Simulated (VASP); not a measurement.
# TiB18N18 (a cell with a defect) (Ti interstitial hop between voids) in VASP: single point with PBE

Aim: the single point of TiB18N18 (a cell with a defect) (Ti interstitial hop between voids) with PBE.

Everything below comes from runs of VASP 6.6.1. Logs are shortened: lines on timing, memory, paths and dates and some standing lists are left out, and cuts for length are marked.

## (1) The cell of the first run

The cell holds a defect, 37 atoms: a = 7.465 Å, b = 7.465 Å, c = 6.495 Å, α = 90.00°, β = 90.00°, γ = 120.00°.

## (2) Single point, PBE

The input, INCAR:

```
SYSTEM = TiB18N18
ALGO = Normal
EDIFF = 1E-6
ENCUT = 520
GGA = PE
GGA_COMPAT = .FALSE.
ISIF = 2
ISMEAR = -1
LASPH = .TRUE.
LCHARG = .FALSE.
LREAL = Auto
LWAVE = .FALSE.
NBANDS = 102
NELM = 120
PREC = Accurate
SIGMA = 0.01
```

The input, KPOINTS:

```
k-points
0
G
  1 1 1
  0 0 0
```

The input, POSCAR:

```
TiB18N18
1.0
    7.4650312800      0.0000000000      0.0000000000
   -3.7325156400      6.4649067300      0.0000000000
    0.0000000000      0.0000000000      6.4954828800
B N Ti
18 18 1
Direct
    0.1206577235      0.1858582111      0.2237505705
    0.2115512555      0.1468161939      0.7506682860
    0.1200968658      0.5175822544      0.2393372485
    0.2092647243      0.4785348233      0.7508690409
    0.1217506637      0.8532517529      0.2588726706
    0.2111841479      0.8135152168      0.7523195874
    0.4531174794      0.1842623644      0.2465942917
    0.5442410315      0.1466933770      0.7581283934
    0.4498600073      0.5160827742      0.2193351944
    0.5434757065      0.4791246230      0.8277974247
    0.4528476006      0.8529977663      0.2491120414
    0.5416478104      0.8135153715      0.7565965596
    0.7884855519      0.1861694299      0.2371200153
    0.8766986638      0.1453737910      0.7424796723
    0.7886648820      0.5159667632      0.2691187141
    0.8758385847      0.4793521592      0.7617142700
    0.7897992855      0.8549272605      0.2263149680
    0.8803872444      0.8099117619      0.7488465584
    0.0990204323      0.2564733057      0.7402216415
    0.2320251634      0.0746829027      0.2444227826
    0.0992979442      0.5910639023      0.7487721991
    0.2287164271      0.4056830376      0.2107884857
    0.1034504222      0.9258679591      0.7470025077
    0.2314314498      0.7410597245      0.2542723968
    0.4346738187      0.2602018978      0.7710090370
    0.5654747362      0.0750838365      0.2475190882
    0.4320273008      0.5908190419      0.7855609959
    0.5661848376      0.4105329142      0.2437670962
    0.4323719612      0.9256591394      0.7498524883
    0.5651530953      0.7413047396      0.2369534380
    0.7660140059      0.2561271290      0.7562281497
    0.8994213612      0.0749868514      0.2200105868
    0.7680171264      0.5910351316      0.8124543005
    0.9003584822      0.4054839628      0.2548226253
    0.7637902994      0.9201693464      0.7448594799
    0.8958958440      0.7415426394      0.2661706654
    0.6402331348      0.6228451806      0.5211352354
```

Potentials or basis: VASP PAW PBE potentials, release 64 (B, N, Ti_sv).

Command:

```console
> cat potpaw_PBE.64/B/POTCAR potpaw_PBE.64/N/POTCAR potpaw_PBE.64/Ti_sv/POTCAR > POTCAR
> mpirun -np 1 vasp_gam > vasp.out
```

OUTCAR:

```text
SYSTEM = TiB18N18
   EDIFF = 1E-6
   ENCUT = 520
   GGA = PE
   ISIF = 2
   ISMEAR = -1
   LASPH = .TRUE.
   LREAL = Auto
   NELM = 120
   PREC = Accurate

 ion  position               nearest neighbor table
   1  0.121  0.186  0.224-  22 1.42  32 1.43  20 1.44
   2  0.212  0.147  0.751-  23 1.43  19 1.44  25 1.45
   3  0.120  0.518  0.239-  34 1.42  22 1.44  24 1.45
   4  0.209  0.479  0.751-  19 1.44  21 1.44  27 1.46
   5  0.122  0.853  0.259-  20 1.43  24 1.43  36 1.46
   6  0.211  0.814  0.752-  23 1.42  29 1.43  21 1.44
   7  0.453  0.184  0.247-  20 1.43  26 1.43  28 1.46
   8  0.544  0.147  0.758-  29 1.43  31 1.43  25 1.44
   9  0.450  0.516  0.219-  22 1.43  28 1.44  30 1.46  37 2.32
  10  0.543  0.479  0.828-  33 1.46  25 1.46  27 1.47  37 2.21
  11  0.453  0.853  0.249-  24 1.43  26 1.44  30 1.45
  12  0.542  0.814  0.757-  29 1.43  35 1.44  27 1.45  37 2.44
  13  0.788  0.186  0.237-  34 1.42  32 1.44  26 1.44
  14  0.877  0.145  0.742-  31 1.43  19 1.44  35 1.46
  15  0.789  0.516  0.269-  34 1.44  28 1.45  36 1.46  37 2.33
  16  0.876  0.479  0.762-  31 1.44  21 1.45  33 1.46
  17  0.790  0.855  0.226-  32 1.42  36 1.44  30 1.45  37 2.45
[... 4 lines left out ...]
  22  0.229  0.406  0.211-   1 1.42   9 1.43   3 1.44
  23  0.103  0.926  0.747-   6 1.42   2 1.43  18 1.44
  24  0.231  0.741  0.254-  11 1.43   5 1.43   3 1.45
  25  0.435  0.260  0.771-   8 1.44   2 1.45  10 1.46
  26  0.565  0.075  0.248-   7 1.43  11 1.44  13 1.44
  27  0.432  0.591  0.786-  12 1.45   4 1.46  10 1.47  37 2.25
  28  0.566  0.411  0.244-   9 1.44  15 1.45   7 1.46  37 2.28
  29  0.432  0.926  0.750-   8 1.43   6 1.43  12 1.43
  30  0.565  0.741  0.237-  11 1.45  17 1.45   9 1.46  37 2.24
  31  0.766  0.256  0.756-   8 1.43  14 1.43  16 1.44
  32  0.899  0.075  0.220-  17 1.42   1 1.43  13 1.44
  33  0.768  0.591  0.812-  10 1.46  16 1.46  18 1.47  37 2.18
  34  0.900  0.405  0.255-  13 1.42   3 1.42  15 1.44
  35  0.764  0.920  0.745-  12 1.44  14 1.46  18 1.47
  36  0.896  0.742  0.266-  17 1.44  15 1.46   5 1.46  37 2.34
  37  0.640  0.623  0.521-  33 2.18  18 2.20  10 2.21  30 2.24  27 2.25  28 2.28   9 2.32  15 2.33
                            36 2.34  12 2.44  17 2.45

  LATTYP: Found a hexagonal cell.
 ALAT       =     7.4650312800
 C/A-ratio  =     0.8701213212

  Lattice vectors:

 A1 = (   7.4650312800,   0.0000000000,   0.0000000000)
 A2 = (  -3.7325156400,   6.4649067300,   0.0000000000)
 A3 = (   0.0000000000,   0.0000000000,   6.4954828800)

Analysis of symmetry for initial positions (statically):
=====================================================================
 Subroutine PRICEL returns:
 Original cell was already a primitive cell.

 Routine SETGRP: Setting up the symmetry group for a
[... 168 lines left out ...]
   EDIFFG = 0.1E-04   stopping-criterion for IOM
   NSW    =      0    number of steps for IOM
   IBRION =     -1    ionic relax: 0-MD 1-quasi-New 2-CG
   NFREE  =      0    steps in history (QN), initial steepest desc. (CG)
   ISIF   =      2    stress and relaxation
   ISYM   =      2    0-nonsym 1-usesym 2-fastsym
   POTIM  = 0.5000    time-step for ionic-motion
   TEBEG  =    0.0;   TEEND  =   0.0 temperature during run
   PSTRESS=    0.0 pullay stress
   NELECT =     156.0000    total number of electrons
   NUPDOWN=      -1.0000    fix difference up-down
   EMIN   =  10.00;   EMAX   =-10.00  energy-range for DOS
   EFERMI =   0.00;   METHOD = LEGACY
   ISMEAR =    -1;   SIGMA  =   0.01  broadening in eV -4-tet -1-fermi 0-gaus
   EFERMI_NEDOS =   21; number of points for ismear=-14 and -15
   IALGO  =     38    algorithm
   IMIX   =      4    mixing-type and parameters
     AMIX     =   0.40;   BMIX     =  1.00
     AMIX_MAG =   1.60;   BMIX_MAG =  1.00
  volume/ion in A,a.u.               =       8.47        57.17
  Fermi-wavevector in a.u.,A,eV,Ry     =   1.297322  2.451584 22.899223  1.683045
  Thomas-Fermi vector in A             =   2.428722
   LORBIT       =      0    0 simple, 1 ext, 2 COOP (PROOUT), +10 PAW based schemes
   GGA     = PE    functional components
[... 5 lines left out ...]
 non-spin polarized calculation
  energy-cutoff  :      520.00
  volume of cell :      313.48
 maximum number of plane-waves:      4207
 NGX is ok and might be reduce to    54
   NGX = 27   NGY = 27   NGZ = 25

 number of electron     156.0000001 magnetization

 Free energy of the ion-electron system (eV)
  ---------------------------------------------------
  ext. energy  EPLUGINS =         0.00000000
  ---------------------------------------------------
  free energy    TOTEN  =      -316.66132862 eV

  energy without entropy =     -316.66132862  energy(sigma->0) =     -316.66132862

 E-fermi :   6.2674     XC(G=0): -10.6024

 val. band max:        5.9503752820   @ k =   0.0000   0.0000   0.0000
 cond. band min:       6.5958538214   @ k =   0.0000   0.0000   0.0000
 fundamental gap:      0.6454785394
 Fermi energy:         6.2673984885

 k-point     1 :       0.0000    0.0000    0.0000
  band No.  band energies     occupation
      1     -50.7964      2.00000
      2     -27.4735      2.00000
      3     -27.3903      2.00000
      4     -26.8094      2.00000
      5     -14.8880      2.00000
      6     -14.3370      2.00000
[... 82 lines left out ...]
     89       9.9274      0.00000
     90      10.0941      0.00000
 [bands above 90 left out]

------------------------ aborting loop because EDIFF is reached ----------------------------------------

  FORCE on cell =-STRESS in cart. coord.  units (eV):
  Direction    XX          YY          ZZ          XY          YZ          ZX
  --------------------------------------------------------------------------------------
  -------------------------------------------------------------------------------------
  Total       23.7196968     21.3845906     19.1180615      1.9193177      0.3408561      0.6431335
  in kB      121.2311928    109.2964822     97.7122690      9.8096184      1.7421132      3.2870503
  external PRESSURE =     109.4133147 kB  Pullay stress =       0.0000000 kB

 VOLUME and BASIS-vectors are now :
 -----------------------------------------------------------------------------
  energy-cutoff  :      520.00
  volume of cell :      313.48
      direct lattice vectors                 reciprocal lattice vectors
     7.465031280  0.000000000  0.000000000     0.133957912  0.077340636  0.000000000
    -3.732515640  6.464906730  0.000000000     0.000000000  0.154681273  0.000000000
     0.000000000  0.000000000  6.495482880     0.000000000  0.000000000  0.153953142

 POSITION                                       TOTAL-FORCE (eV/Angst)
 -----------------------------------------------------------------------------------
      0.20700      1.20156      1.45337         0.001213     -0.000147     -0.004756
      1.03124      0.94915      4.87595        -0.002183     -0.000683     -0.003296
     -1.03536      3.34612      1.55461         0.000601      0.002181      0.000208
     -0.22397      3.09368      4.87726         0.004263      0.000117     -0.001670
     -2.27590      5.51619      1.68150        -0.001722     -0.000016      0.003846
     -1.45996      5.25930      4.88668         0.000963     -0.003011     -0.001325
[... 29 lines left out ...]
      3.92007      4.79400      1.72891         0.007473      0.000495      0.001048
      2.45458      4.02664      3.38502        -0.002813     -0.006837     -0.005173
 -----------------------------------------------------------------------------------
    total drift:                               -0.000812     -0.003473      0.001732

  FREE ENERGIE OF THE ION-ELECTRON SYSTEM (eV)
  ---------------------------------------------------
  free  energy   TOTEN  =      -316.6613286247 eV

  energy  without entropy=     -316.6613286247  energy(sigma->0) =     -316.66132862
```

OSZICAR:

```text
N       E                     dE             d eps       ncg     rms          rms(c)
DAV:   1     0.170683561699E+04    0.17068E+04   -0.89401E+04   204   0.158E+03
DAV:   2    -0.142915284902E+03   -0.18498E+04   -0.17453E+04   284   0.418E+02
DAV:   3    -0.343077518607E+03   -0.20016E+03   -0.19700E+03   250   0.147E+02
DAV:   4    -0.351897659203E+03   -0.88201E+01   -0.87352E+01   280   0.309E+01
DAV:   5    -0.352162260112E+03   -0.26460E+00   -0.26402E+00   304   0.484E+00    0.363E+01
DAV:   6    -0.321946912747E+03    0.30215E+02   -0.11333E+02   280   0.357E+01    0.211E+01
DAV:   7    -0.320509353665E+03    0.14376E+01   -0.56402E+01   288   0.298E+01    0.158E+01
DAV:   8    -0.316984478712E+03    0.35249E+01   -0.81394E+00   282   0.103E+01    0.784E+00
DAV:   9    -0.316682931485E+03    0.30155E+00   -0.20489E+00   264   0.484E+00    0.264E+00
DAV:  10    -0.316658076099E+03    0.24855E-01   -0.32480E-01   282   0.223E+00    0.911E-01
DAV:  11    -0.316659796518E+03   -0.17204E-02   -0.25645E-02   248   0.616E-01    0.278E-01
DAV:  12    -0.316660905166E+03   -0.11086E-02   -0.30112E-03   256   0.217E-01    0.990E-02
DAV:  13    -0.316661225846E+03   -0.32068E-03   -0.74148E-04   256   0.121E-01    0.524E-02
DAV:  14    -0.316661294364E+03   -0.68518E-04   -0.16358E-04   232   0.524E-02    0.308E-02
DAV:  15    -0.316661326834E+03   -0.32470E-04   -0.45438E-05   232   0.247E-02    0.544E-03
DAV:  16    -0.316661328370E+03   -0.15364E-05   -0.42437E-06   240   0.748E-03    0.308E-03
DAV:  17    -0.316661328625E+03   -0.25451E-06   -0.48821E-07   128   0.303E-03
   1 F= -.31666133E+03 E0= -.31666133E+03  d E =-.148622E-13
```

stdout:

```text
POSCAR found type information on POSCAR B N Ti
 POSCAR found :  3 types and      37 ions
 scaLAPACK will be used
 LDA part: xc-table for (Slater+PW92), standard interpolation
 POSCAR, INCAR and KPOINTS ok, starting setup
 FFT: planning ... GRIDC
 FFT: planning ... GRID_SOFT
 FFT: planning ... GRID
 WAVECAR not read
 entering main loop
```

Wall time 47 s (1 thread of Intel Xeon 6975P-C (Granite Rapids), shared host); peak memory 0.35 GiB.

What came out:

| Quantity | Value |
| --- | --- |
| Free energy | -316.6613 eV |
| Pressure | 10.9 GPa |
| Largest force | 0.035 eV/Å |
| Band gap on the k mesh | 0.65 eV |

Forces on the atoms (eV/Å):
```
B    0.001  0.000 -0.005
B   -0.002 -0.001 -0.003
B    0.001  0.002  0.000
B    0.004  0.000 -0.002
B   -0.002  0.000  0.004
B    0.001 -0.003 -0.001
B   -0.002  0.002 -0.001
B    0.001 -0.001 -0.003
B   -0.007 -0.005 -0.016
B   -0.003 -0.009  0.034
B    0.003 -0.003  0.000
B   -0.005  0.002  0.002
B    0.000 -0.003 -0.002
B    0.001 -0.006 -0.003
B    0.010 -0.003 -0.004
B    0.001  0.002  0.003
B   -0.001  0.009 -0.009
B    0.009  0.008  0.000
N    0.002  0.001  0.000
N   -0.002  0.002 -0.001
N   -0.001  0.004  0.000
N    0.004  0.002  0.000
N   -0.002 -0.001  0.000
N    0.000 -0.002 -0.001
N    0.001  0.001 -0.002
N    0.002  0.000  0.000
N   -0.013 -0.002  0.006
N   -0.002 -0.008 -0.004
N    0.000  0.000  0.000
N   -0.010  0.007 -0.004
N   -0.002  0.002 -0.001
N    0.000 -0.002  0.000
N    0.014 -0.004  0.015
N   -0.003  0.003  0.001
N   -0.002  0.012  0.003
N    0.007  0.000  0.001
Ti  -0.003 -0.007 -0.005
```

Caveat: the k points lie up to 0.97 Å⁻¹ apart.
